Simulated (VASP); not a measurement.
Here is a VASP 6.6.1 calculation.

POSCAR

```
Na
1.0
    3.7670009976      0.0000000000      0.0000000000
   -1.8835004988      3.2623185600      0.0000000000
    0.0000000000      0.0000000000      6.3078500000
Na
2
Direct
    0.3333333333      0.6666666667      0.2500000000
    0.6666666667      0.3333333333      0.7500000000
```

INCAR.step1

```
SYSTEM = Na
PREC = Accurate
ENCUT = 520
ISMEAR = 0
SIGMA = 0.15
LREAL = .FALSE.
LASPH = .TRUE.
NELM = 80
NBANDS = 14
GGA = PE
ALGO = Normal
EDIFF = 1E-4
LWAVE = .TRUE.
LCHARG = .FALSE.
```

INCAR.step2

```
SYSTEM = Na
PREC = Accurate
ENCUT = 520
EDIFF = 1E-6
ISMEAR = 0
SIGMA = 0.15
LREAL = .FALSE.
LASPH = .TRUE.
NELM = 80
ALGO = Normal
ISIF = 2
LWAVE = .FALSE.
LCHARG = .FALSE.
METAGGA = R2SCAN
LMIXTAU = .TRUE.
NBANDS = 14
ISTART = 1
```

File KPOINTS:

```
regular mesh
0
G
  12 12 8
  0 0 0
```

Potentials or basis: VASP PAW PBE potentials, release 64 (Na_pv).

Launch:

```console
$ cat potpaw_PBE.64/Na_pv/POTCAR > POTCAR
$ cp INCAR.step1 INCAR
$ mpirun -np 1 vasp_std > vasp.out
$ cp INCAR.step2 INCAR
$ mpirun -np 1 vasp_std > vasp.out
```

**Question.** Predict the pressure.

**Answer.** -0.1 GPa.

**Question.** What does it give for the band gap on the k mesh?

**Answer.** Zero (bands 7 and 8 overlap by 4.53 eV).

Stress tensor (GPa, compression positive):
```
 0.04  0.00  0.00
 0.00  0.04  0.00
 0.00  0.00 -0.40
```

Caveat: the cell differs from its parent crystal (strain +0.000 along x and y, +0.025 along z); the PAW data sets were made with another functional, which shifts forces and pressure a little.
